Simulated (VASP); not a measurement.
Runs of VASP 6.6.1 on CdSe. The structure is that of space group F-43m (No. 216), or close to it. The cells are those of the table. 

```tsv
level	cell	smearing	gap on the mesh (eV)	pressure (GPa)
r2SCAN	a = 4.513 Å, angles 60.0°, 2 atoms	gaussian 0.01 eV	0.76	(c)
r2SCAN	a = 4.440, b = 4.440, c = 4.338 Å, angles 60.8, 60.8, 58.5°, 2 atoms	gaussian 0.01 eV	0.87	(a)
PBE	a = 4.513 Å, angles 60.0°, 2 atoms	fermi-dirac 0.02 eV	0.31	-3.1
PBE	a = 4.440, b = 4.440, c = 4.338 Å, angles 60.8, 60.8, 58.5°, 2 atoms	fermi-dirac 0.02 eV	0.41	(b)
```

Alike in all rows: task single point; potentials or basis VASP PAW PBE potentials, release 64 (Cd, Se); no spin polarisation; k mesh 8 × 8 × 8; cutoff (eV) 520.

Q: Estimate the missing entries.

A: (a) -2.0; (b) -0.5; (c) -4.5.

Caveats: the PAW data sets were made with another functional, which shifts forces and pressure a little (some runs).

A k mesh can miss the band edges, and the runs leave out spin-orbit coupling on Cd, Se.
